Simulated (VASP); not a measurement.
Ir3C, 4 atoms in the cell. The cell holds a slab with vacuum, 4 atoms: a = 2.737 Å, b = 2.737 Å, c = 19.188 Å, α = 90.00°, β = 90.00°, γ = 90.00°. 

* Program: VASP 6.6.1
* Task: relaxation of the atoms
* Functional: PBE
* Potentials or basis: VASP PAW PBE potentials, release 64 (Ir, C)
* Cutoff: 520 eV
* k mesh: 10 × 10 × 1
* Occupations: gaussian, width 0.1 eV
* Spin: no spin polarisation
* Dipole correction: yes
* Atoms held fixed (from 0): [0, 1, 2]
* Further INCAR settings: ALGO = Normal; EDIFF = 1e-07; NELMDL = -8; IBRION = 2; EDIFFG = -0.025; NSW = 36
* Atoms held along some axes (from 0): atom 3 along a and b

Potentials or basis: VASP PAW PBE potentials, release 64 (Ir, C).

Launch:

```console
$ cat potpaw_PBE.64/Ir/POTCAR potpaw_PBE.64/C/POTCAR > POTCAR
$ mpirun -np 1 vasp_std > vasp.out
```

Hardware: 1 thread of Intel(R) Xeon(R) Platinum 8259CL CPU @ 2.50GHz (Skylake/Cascade Lake), with other jobs on the host.

Estimate the wall time of this run.

It took 8.2 min on 1 thread of Intel(R) Xeon(R) Platinum 8259CL CPU @ 2.50GHz (Skylake/Cascade Lake) (shared host), peak memory 0.27 GiB. Counts: scf iterations 144, k points 21, ion steps 7.
